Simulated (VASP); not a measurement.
Input of a VASP 6.6.1 run:

Contents of POSCAR:

```
CsH
1.0
    0.0000000000      3.4632734098      2.7013532597
    3.4632734098      0.0000000000      2.7013532597
    3.4632734098      3.4632734098      0.0000000000
Cs H
1 1
Direct
    0.0000000000      0.0000000000      0.0000000000
    0.5000000000      0.5000000000      0.5000000000
```

Contents of INCAR.step1:

```
SYSTEM = CsH
PREC = Accurate
ENCUT = 520
ISMEAR = 0
SIGMA = 0.05
LREAL = .False.
LASPH = .True.
NELM = 60
NBANDS = 12
GGA = PE
ALGO = Normal
EDIFF = 1E-4
LWAVE = .True.
LCHARG = .False.
```

INCAR.step2

```
SYSTEM = CsH
PREC = Accurate
ENCUT = 520
EDIFF = 1E-6
ISMEAR = 0
SIGMA = 0.05
LREAL = .False.
LASPH = .True.
NELM = 60
ALGO = Normal
ISIF = 2
LWAVE = .False.
LCHARG = .True.
METAGGA = R2SCAN
LMIXTAU = .True.
LELF = .True.
LVHAR = .True.
NBANDS = 12
ISTART = 1
```

KPOINTS

```
regular mesh
0
Gamma
  8 8 8
  0 0 0
```

Potentials or basis: VASP PAW PBE potentials, release 64 (Cs_sv, H).

The run is started by

```sh
$ cat potpaw_PBE.64/Cs_sv/POTCAR potpaw_PBE.64/H/POTCAR > POTCAR
$ cp INCAR.step1 INCAR
$ mpirun -np 1 vasp_std > vasp.out
$ cp INCAR.step2 INCAR
$ mpirun -np 1 vasp_std > vasp.out
```

(1) Predict the pressure.

(2) What does it give for the band gap on the k mesh?

Results:

(1) 1.9 GPa.

(2) 2.26 eV, direct.

Caveat: the PAW data sets were made with another functional, which shifts forces and pressure a little; spin-orbit coupling is left out, which moves the levels of the heavy elements.
